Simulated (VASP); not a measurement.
Runs of VASP 6.6.1 on Zr2P3. The structure is that of space group P-3m1 (No. 164), or close to it. The cells are those of the table. 

```tsv
task	cell	k mesh	cutoff (eV)	gap on the mesh (eV)	pressure (GPa)	largest force (eV/Å)
relaxation of cell and atoms	relaxed from a = 4.260, b = 4.260, c = 5.144 Å, angles 90.0, 90.0, 120.0°, 5 atoms	6 × 6 × 4	600	none	0.0	0.03
single point	a = 4.622, b = 4.622, c = 5.228 Å, angles 90.0, 90.0, 120.0°, 5 atoms	12 × 12 × 8	520	none	0.0	-
single point	a = 4.260, b = 4.260, c = 5.144 Å, angles 90.0, 90.0, 120.0°, 5 atoms	6 × 6 × 4	520	none	(a)	1.61
single point	a = 4.621, b = 4.621, c = 5.223 Å, angles 90.0, 90.0, 120.0°, 5 atoms	6 × 6 × 4	520	none	0.2	0.01
```

Alike in all rows: level PBE; potentials or basis VASP PAW PBE potentials, release 64 (Zr_sv, P); no spin polarisation; smearing gaussian 0.1 eV.

Fill in the values left out.

(a) 28.4.

Caveats: forces of over 1 eV/Å act on the atoms, so gaps and moduli don't describe the material at rest (some runs).

A k mesh can miss the band edges, and the runs leave out spin-orbit coupling on Zr.

A gap of «none» marks levels without a gap at the run's occupations.
